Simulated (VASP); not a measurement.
A run of VASP 6.6.1 is set up as follows.

Contents of INCAR:

```
SYSTEM = La2LuN3
PREC = Accurate
ENCUT = 600
EDIFF = 1E-7
ISMEAR = 0
SIGMA = 0.1
LREAL = .False.
LASPH = .True.
NELM = 100
ALGO = Normal
ISIF = 3
LWAVE = .False.
LCHARG = .False.
GGA = PE
IBRION = 2
NSW = 90
EDIFFG = -0.04
```

Contents of KPOINTS:

```
Automatic mesh
0
Gamma
  6 6 2
  0 0 0
```

POSCAR

```
La2LuN3
1.0
    3.6761604400      0.0000000000      0.0000000000
   -1.8380802200      3.1836483300      0.0000000000
    0.0000000000      0.0000000000      9.0086216000
La Lu N
2 1 3
Direct
    0.3333333300      0.6666666700      0.6610567600
    0.6666666700      0.3333333300      0.3389432400
    0.0000000000      0.0000000000      0.0000000000
    0.0000000000      0.0000000000      0.5000000000
    0.3333333300      0.6666666700      0.1780929900
    0.6666666700      0.3333333300      0.8219070100
```

Potentials or basis: VASP PAW PBE potentials, release 64 (La, Lu, N).

Run with:

```sh
$ cat potpaw_PBE.64/La/POTCAR potpaw_PBE.64/Lu/POTCAR potpaw_PBE.64/N/POTCAR > POTCAR
$ mpirun -np 1 vasp_std > vasp.out
```

Predict the band gap on the k mesh.

0.24 eV (least direct gap 0.26 eV).

What does it give for the space group after relaxing (to 0.1 Å)?

P-3m1 (No. 164).

Estimate the relaxed cell.

a = 3.618 Å, b = 3.618 Å, c = 8.937 Å, α = 90.00°, β = 90.00°, γ = 120.00°.

Final structure:
```
La Lu N
1.0
     3.61814    0.00000    0.00000
    -1.80907    3.13340    0.00000
     0.00000    0.00000    8.93743
La Lu N
2 1 3
Direct
  0.33333 0.66667 0.67608
  0.66667 0.33333 0.32392
  0.00000 0.00000 0.00000
  0.00000 0.00000 0.50000
  0.33333 0.66667 0.14943
  0.66667 0.33333 0.85057
```

Caveat: semilocal functionals underestimate gaps, and a narrow one can read as zero; spin-orbit coupling is left out, which moves the levels of the heavy elements. A k mesh can miss the band edges.
